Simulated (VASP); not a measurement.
# Al3Cu2: single point with LDA

Al3Cu2:

```
Al Cu
1.0
     4.05584    0.00000    0.00000
    -2.02792    3.51246    0.00000
     0.00000    0.00000    4.93202
Al Cu
3 2
Direct
  0.00000 0.00000 0.00000
  0.33333 0.66667 0.35086
  0.66667 0.33333 0.64914
  0.33333 0.66667 0.84151
  0.66667 0.33333 0.15849
```

```json
{
  "Program": "VASP 6.6.1",
  "Task": "single point",
  "Functional": "LDA",
  "Potentials or basis": "VASP PAW LDA potentials, release 64 (Al, Cu)",
  "Cutoff": "520 eV",
  "k mesh": "12 × 12 × 8",
  "Occupations": "tetrahedron",
  "Spin": "no spin polarisation"
}
```

- Pressure: 0.8 GPa
- Largest force: 0.014 eV/Å
- Band gap on the k mesh: zero (an odd number of electrons rules out a gap without spin polarisation)

Forces on the atoms (eV/Å):
```
Al   0.000  0.000  0.000
Al   0.000  0.000  0.005
Al   0.000  0.000 -0.005
Cu   0.000  0.000  0.014
Cu   0.000  0.000 -0.014
```

Stress tensor (GPa, compression positive):
```
0.85 0.00 0.00
0.00 0.85 0.00
0.00 0.00 0.74
```

Levels at points of the mesh, in eV from the Fermi level:
```tsv
k point	band 13	band 14	band 15	band 16	band 17	band 18
(0.00, 0.00, 0.00)	-3.70	-0.17	-0.17	1.41	1.41	2.64
(0.50, 0.00, 0.00)	-3.07	-3.00	-2.58	-0.72	0.01	0.42
(0.00, 0.00, 0.50)	1.25	1.25	1.36	1.36	1.86	2.53
(0.50, 0.00, 0.50)	-4.24	-3.60	-1.77	-0.13	0.81	1.03
```

It took 2.2 min on 1 thread of Intel(R) Xeon(R) 6975P-C (Granite Rapids) (shared host), peak memory 0.3 GiB.
